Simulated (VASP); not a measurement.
# MnO (P6_3mc) in VASP: single point with PBEsol

Aim: the single point of MnO with PBEsol.

All numbers are computed with VASP 6.6.1; they aren't measurements. Logs are shortened: lines on timing, memory, paths and dates and some standing lists are left out, and cuts for length are marked.

## Step 1: The cell of the first run

Symmetry: P6_3mc, No. 186, hexagonal system. The conventional cell has a = 3.393 Å, b = 3.393 Å, c = 5.317 Å, α = 90.00°, β = 90.00°, γ = 120.00°. Within 2.7 Å of Mn (site symmetry 3m) lie 4 O at 2.05 to 2.07 Å. Within 2.7 Å of O (site symmetry 3m) lie 4 Mn at 2.05 to 2.07 Å.

## Step 2: Single point, PBEsol, collinear spin, ferromagnetic start

Input file POSCAR:

```
MnO
1.0
    3.3928156529      0.0000000000      0.0000000000
   -1.6964078264      2.9382645458      0.0000000000
    0.0000000000      0.0000000000      5.3165058452
Mn O
2 2
Direct
    0.3333333333      0.6666666667     -0.0011595942
    0.6666666667      0.3333333333      0.4988404058
    0.3333333333      0.6666666667      0.3875895942
    0.6666666667      0.3333333333      0.8875895942
```

Input file INCAR.step1:

```
  PREC = Accurate
  ENCUT = 520
  EDIFF = 1E-7
  ISMEAR = 0
  SIGMA = 0.1
  LREAL = False
  LASPH = True
  NELM = 150
  ALGO = Normal
  ISIF = 2
  LWAVE = False
  LCHARG = True
  ISPIN = 2
  MAGMOM = 4.32 4.32 0.25 0.25
  LMAXMIX = 4
  GGA = PS
  NBANDS = 31
```

Input file KPOINTS.step1:

```
Automatic mesh
0
Gamma
  12 12 8
```

Input file INCAR.step2:

```
  PREC = Accurate
  ENCUT = 520
  EDIFF = 1E-7
  ISMEAR = -5
  SIGMA = 0.1
  LREAL = False
  LASPH = True
  NELM = 150
  ALGO = Normal
  ISIF = 2
  LWAVE = False
  LCHARG = False
  ISPIN = 2
  MAGMOM = 4.32 4.32 0.25 0.25
  LORBIT = 10
  LMAXMIX = 4
  GGA = PS
  NBANDS = 31
  NEDOS = 1001
  ICHARG = 11
```

Input file KPOINTS.step2:

```
Automatic mesh
0
Gamma
  18 18 12
```

Potentials or basis: VASP PAW PBE potentials, release 64 (Mn_pv, O).

Launch:

```bash
cat potpaw_PBE.64/Mn_pv/POTCAR potpaw_PBE.64/O/POTCAR > POTCAR
cp INCAR.step1 INCAR
cp KPOINTS.step1 KPOINTS
mpirun -np 1 vasp_std > vasp.out
cp INCAR.step2 INCAR
cp KPOINTS.step2 KPOINTS
mpirun -np 1 vasp_std > vasp.out
```

OUTCAR:

```text
PREC = Accurate
   ENCUT = 520
   EDIFF = 1E-7
   ISMEAR = -5
   LREAL = False
   LASPH = True
   NELM = 150
   ISIF = 2
   ISPIN = 2
   LORBIT = 10
   GGA = PS
   ICHARG = 11

 ion  position               nearest neighbor table
   1  0.333  0.667  0.999-   4 2.05   4 2.05   4 2.05   3 2.07
   2  0.667  0.333  0.499-   3 2.05   3 2.05   3 2.05   4 2.07
   3  0.333  0.667  0.388-   2 2.05   2 2.05   2 2.05   1 2.07
   4  0.667  0.333  0.888-   1 2.05   1 2.05   1 2.05   2 2.07

  LATTYP: Found a hexagonal cell.
 ALAT       =     3.3928156529
 C/A-ratio  =     1.5669893060

  Lattice vectors:

 A1 = (   3.3928156529,   0.0000000000,   0.0000000000)
 A2 = (  -1.6964078264,   2.9382645458,   0.0000000000)
 A3 = (   0.0000000000,   0.0000000000,   5.3165058452)

Analysis of symmetry for initial positions (statically):
=====================================================================
 Subroutine PRICEL returns:
 Original cell was already a primitive cell.

 Routine SETGRP: Setting up the symmetry group for a
 hexagonal supercell.

 Subroutine GETGRP returns: Found 12 space group operations
 (whereof  6 operations were pure point group operations)
 out of a pool of 24 trial point group operations.

The static configuration has the point symmetry C_3v.
 The point group associated with its full space group is C_6v.

Analysis of symmetry for dynamics (positions and initial velocities):
=====================================================================
 Subroutine PRICEL returns:
 Original cell was already a primitive cell.

 Routine SETGRP: Setting up the symmetry group for a
 hexagonal supercell.

 Subroutine GETGRP returns: Found 12 space group operations
 (whereof  6 operations were pure point group operations)
 out of a pool of 24 trial point group operations.

The dynamic configuration has the point symmetry C_3v.
 The point group associated with its full space group is C_6v.

Analysis of structural, dynamic, and magnetic symmetry:
=====================================================================
 Subroutine PRICEL returns:
 Original cell was already a primitive cell.

 Routine SETGRP: Setting up the symmetry group for a
 hexagonal supercell.

 Subroutine GETGRP returns: Found 12 space group operations
 (whereof  6 operations were pure point group operations)
 out of a pool of 24 trial point group operations.

The overall configuration has the point symmetry C_3v.
 The point group associated with its full space group is C_6v.

 Subroutine INISYM returns: Found 12 space group operations
 (whereof  6 operations are pure point group operations),
 and found     1 'primitive' translations

----------------------------------------------------------------------------------------

                                     Primitive cell

  volume of cell :      53.0002

  direct lattice vectors                    reciprocal lattice vectors
     3.392815653  0.000000000  0.000000000     0.294740446  0.170168476  0.000000000
    -1.696407826  2.938264546  0.000000000     0.000000000  0.340336952  0.000000000
     0.000000000  0.000000000  5.316505845     0.000000000  0.000000000  0.188093464

  length of vectors
     3.392815653  3.392815653  5.316505845     0.340336952  0.340336952  0.188093464

  position of ions in fractional coordinates (direct lattice)
     0.333333333  0.666666667  0.998840406
     0.666666667  0.333333333  0.498840406
     0.333333333  0.666666667  0.387589594
     0.666666667  0.333333333  0.887589594

  ion indices of the primitive-cell ions
   primitive index   ion index
                 1           1
                 2           2
                 3           3
                 4           4

----------------------------------------------------------------------------------------

 KPOINTS: Automatic mesh

Automatic generation of k-mesh.
 Grid dimensions read from file:
 generate k-points for:   18   18   12

 Generating k-lattice:

  Cartesian coordinates                     Fractional coordinates (reciprocal lattice)
     0.016374469  0.009453804  0.000000000     0.055555556  0.000000000  0.000000000
     0.000000000  0.018907608  0.000000000     0.000000000  0.055555556  0.000000000
     0.000000000  0.000000000  0.015674455     0.000000000  0.000000000  0.083333333

  Length of vectors
     0.018907608  0.018907608  0.015674455

  Shift w.r.t. Gamma in fractional coordinates (k-lattice)
     0.000000000  0.000000000  0.000000000

 TETIRR: Found   3954 inequivalent tetrahedra from    23328

 Subroutine IBZKPT returns following result:
 ===========================================

 Found    259 irreducible k-points:

 Following reciprocal coordinates:
            Coordinates               Weight
  0.000000  0.000000  0.000000      1.000000
  0.055556  0.000000  0.000000      6.000000
  0.111111  0.000000  0.000000      6.000000
  0.166667  0.000000  0.000000      6.000000
  0.222222  0.000000  0.000000      6.000000
  0.277778  0.000000  0.000000      6.000000
[... 16 lines left out ...]
  0.333333  0.111111  0.000000     12.000000
  0.388889  0.111111  0.000000     12.000000
 [... further k-points ...]
   k-points           NKPTS =    259   k-points in BZ     NKDIM =    259   number of bands    NBANDS=     31
   number of dos      NEDOS =   1001   number of ions     NIONS =      4
   total plane-waves  NPLWV =  31360
   dimension x,y,z NGX =    28 NGY =   28 NGZ =   40
   dimension x,y,z NGXF=    56 NGYF=   56 NGZF=   80
   ions per type =               2   2
   NGX,Y,Z   is equivalent  to a cutoff of  13.72, 13.72, 12.51 a.u.
   NGXF,Y,Z  is equivalent  to a cutoff of  27.44, 27.44, 25.02 a.u.
 SYSTEM =  unknown system
   PREC   = accura    normal or accurate (medium, high low for compatibility)
   ISTART =      0    job   : 0-new  1-cont  2-samecut
   ICHARG =     11    charge: 1-file 2-atom 10-const
   ISPIN  =      2    spin polarized calculation?
   LNONCOLLINEAR =      F non collinear calculations
   LSORBIT =      F    spin-orbit coupling
   LASPH  =      T    aspherical Exc in radial PAW
   ENCUT  =  520.0 eV  38.22 Ry    6.18 a.u.   6.31  6.31  9.89*2*pi/ulx,y,z
   NELM   =    150;   NELMIN=  2; NELMDL=  0     # of ELM steps
   EDIFF  = 0.1E-06   stopping-criterion for ELM
   LREAL  =      F    real-space projection
   EDIFFG = 0.1E-05   stopping-criterion for IOM
   NSW    =      0    number of steps for IOM
   IBRION =     -1    ionic relax: 0-MD 1-quasi-New 2-CG
   NFREE  =      0    steps in history (QN), initial steepest desc. (CG)
   ISIF   =      2    stress and relaxation
   ISYM   =      2    0-nonsym 1-usesym 2-fastsym
   POTIM  = 0.5000    time-step for ionic-motion
   TEBEG  =    0.0;   TEEND  =   0.0 temperature during run
   PSTRESS=    0.0 pullay stress
   NELECT =      38.0000    total number of electrons
   NUPDOWN=      -1.0000    fix difference up-down
   EMIN   =  10.00;   EMAX   =-10.00  energy-range for DOS
   EFERMI =   0.00;   METHOD = LEGACY
   ISMEAR =    -5;   SIGMA  =   0.10  broadening in eV -4-tet -1-fermi 0-gaus
   EFERMI_NEDOS =   21; number of points for ismear=-14 and -15
   IALGO  =     38    algorithm
   IMIX   =      4    mixing-type and parameters
     AMIX     =   0.40;   BMIX     =  1.00
     AMIX_MAG =   1.60;   BMIX_MAG =  1.00
  volume/ion in A,a.u.               =      13.25        89.42
  Fermi-wavevector in a.u.,A,eV,Ry     =   1.465245  2.768911 29.210927  2.146943
  Thomas-Fermi vector in A             =   2.581125
   LORBIT       =     10    0 simple, 1 ext, 2 COOP (PROOUT), +10 PAW based schemes
   GGA     = PS    functional components
   LHFCALC =     F    Hartree Fock is set to
   AEXX    =    0.0000 exact exchange contribution
   IVDW    =     0    specifies the selected vdW correction
   LEPSILON=     F    determine dielectric tensor
   LRPA    =     F    only Hartree local field effects (RPA)
 spin polarized calculation
 Fermi weights with tetrahedron method with Bloechl corrections
  energy-cutoff  :      520.00
  volume of cell :       53.00
 maximum number of plane-waves:      1456
 NGX is ok and might be reduce to    28

 number of electron      37.9999991 magnetization       9.9903378

 Free energy of the ion-electron system (eV)
  ---------------------------------------------------
  ext. energy  EPLUGINS =         0.00000000
  ---------------------------------------------------
  free energy    TOTEN  =       -34.32049142 eV

  energy without entropy =      -34.32049142  energy(sigma->0) =      -34.32049142

 E-fermi :   5.7961     XC(G=0): -10.8269

 val. band max:        5.8040232343   @ k =   0.0000   0.0000   0.1667
 cond. band min:       5.7899241649   @ k =   0.0556   0.0556   0.1667
 fundamental gap:     -0.0140990695
 Fermi energy:         5.7961025125

 spin component 1

 k-point     1 :       0.0000    0.0000    0.0000
  band No.  band energies     occupation
      1     -44.7244      1.00000
      2     -44.6870      1.00000
      3     -44.6806      1.00000
      4     -44.6806      1.00000
      5     -44.6741      1.00000
      6     -44.6741      1.00000
[... 23 lines left out ...]
     30      18.0298      0.00000
     31      18.0305      0.00000

 k-point     2 :       0.0556    0.0000    0.0000
  band No.  band energies     occupation
      1     -44.7241      1.00000
      2     -44.6872      1.00000
      3     -44.6812      1.00000
      4     -44.6808      1.00000
      5     -44.6748      1.00000
      6     -44.6742      1.00000
[... 23 lines left out ...]
     30      17.8030      0.00000
     31      18.1653      0.00000

 k-point     3 :       0.1111    0.0000    0.0000
  band No.  band energies     occupation
      1     -44.7232      1.00000
      2     -44.6878      1.00000
      3     -44.6831      1.00000
      4     -44.6814      1.00000
      5     -44.6769      1.00000
      6     -44.6746      1.00000
[... 703 lines left out ...]
     30      15.0478      0.00000
     31      16.7275      0.00000

 k-point    24 :       0.3889    0.1111    0.0000
  band No.  band energies     occupation
      1     -44.7101      1.00000
      2     -44.7007      1.00000
      3     -44.6985      1.00000
      4     -44.6952      1.00000
      5     -44.6886      1.00000
      6     -44.6798      1.00000
[... 23 lines left out ...]
     30      14.9882      0.00000
     31      16.6238      0.00000

 [... further k-points ...]

 spin component 2

 k-point     1 :       0.0000    0.0000    0.0000
  band No.  band energies     occupation
      1     -40.0605      1.00000
      2     -40.0114      1.00000
      3     -40.0080      1.00000
      4     -40.0080      1.00000
      5     -39.9997      1.00000
      6     -39.9997      1.00000
[... 23 lines left out ...]
     30      19.2636      0.00000
     31      19.6263      0.00000

 k-point     2 :       0.0556    0.0000    0.0000
  band No.  band energies     occupation
      1     -40.0601      1.00000
      2     -40.0117      1.00000
      3     -40.0089      1.00000
      4     -40.0083      1.00000
      5     -40.0007      1.00000
      6     -39.9999      1.00000
[... 23 lines left out ...]
     30      19.3453      0.00000
     31      19.8132      0.00000

 k-point     3 :       0.1111    0.0000    0.0000
  band No.  band energies     occupation
      1     -40.0589      1.00000
      2     -40.0124      1.00000
      3     -40.0114      1.00000
      4     -40.0091      1.00000
      5     -40.0035      1.00000
      6     -40.0003      1.00000
[... 703 lines left out ...]
     30      16.8460      0.00000
     31      18.5349      0.00000

 k-point    24 :       0.3889    0.1111    0.0000
  band No.  band energies     occupation
      1     -40.0432      1.00000
      2     -40.0340      1.00000
      3     -40.0313      1.00000
      4     -40.0233      1.00000
      5     -40.0186      1.00000
      6     -40.0071      1.00000
[... 23 lines left out ...]
     30      16.5393      0.00000
     31      18.4206      0.00000

 [... further k-points ...]
[... 5 lines left out ...]
  --------------------------------------------------------------------------------------
  -------------------------------------------------------------------------------------
  Total        0.2757546      0.2757546      0.2476523      0.0000000      0.0000000      0.0000000
  in kB        8.3359658      8.3359658      7.4864425      0.0000000      0.0000000      0.0000000
  external PRESSURE =       8.0527914 kB  Pullay stress =       0.0000000 kB

 VOLUME and BASIS-vectors are now :
 -----------------------------------------------------------------------------
  energy-cutoff  :      520.00
  volume of cell :       53.00
      direct lattice vectors                 reciprocal lattice vectors
     3.392815653  0.000000000  0.000000000     0.294740446  0.170168476  0.000000000
    -1.696407826  2.938264546  0.000000000     0.000000000  0.340336952  0.000000000
     0.000000000  0.000000000  5.316505845     0.000000000  0.000000000  0.188093464

 POSITION                                       TOTAL-FORCE (eV/Angst)
 -----------------------------------------------------------------------------------
     -0.00000      1.95884      5.31034         0.000000      0.000000      0.000155
      1.69641      0.97942      2.65209        -0.000000     -0.000000      0.000155
     -0.00000      1.95884      2.06062         0.000000     -0.000000     -0.000155
      1.69641      0.97942      4.71888         0.000000     -0.000000     -0.000155
 -----------------------------------------------------------------------------------
    total drift:                               -0.000000      0.000000      0.001020

  FREE ENERGIE OF THE ION-ELECTRON SYSTEM (eV)
  ---------------------------------------------------
  free  energy   TOTEN  =       -34.3204914219 eV

  energy  without entropy=      -34.3204914219  energy(sigma->0) =      -34.32049142

 total charge

# of ion       s       p       d       tot
------------------------------------------
    1        0.242   6.231   4.951  11.423
    2        0.242   6.231   4.951  11.423
    3        1.551   3.439   0.000   4.990
    4        1.551   3.439   0.000   4.990
--------------------------------------------------
tot          3.585  19.340   9.902  32.826

 magnetization (x)

# of ion       s       p       d       tot
------------------------------------------
    1        0.037   0.062   4.310   4.409
    2        0.037   0.062   4.310   4.409
    3        0.020   0.180   0.000   0.200
    4        0.020   0.180   0.000   0.200
--------------------------------------------------
tot          0.113   0.484   8.621   9.218
```

Run time: 7.1 min. Hardware: 1 thread of Intel Xeon 6975P-C (Granite Rapids), shared host; peak memory 0.63 GiB.

What came out:

```
Net moment                                            : 9.99 μB per cell
Site moments                                          : Mn +4.41; O +0.20 μB
Valence electrons inside the program's atomic spheres : Mn 11.42; O 4.99
```

Caveat: the PAW data sets were made with another functional, which shifts forces and pressure a little; semilocal functionals often make such compounds metallic where correlation or magnetic order opens a gap, which also shifts bond lengths; only a ferromagnetic start was run, and an antiferromagnetic order may lie lower in energy; tetrahedron occupations give inexact forces and stress in metals.
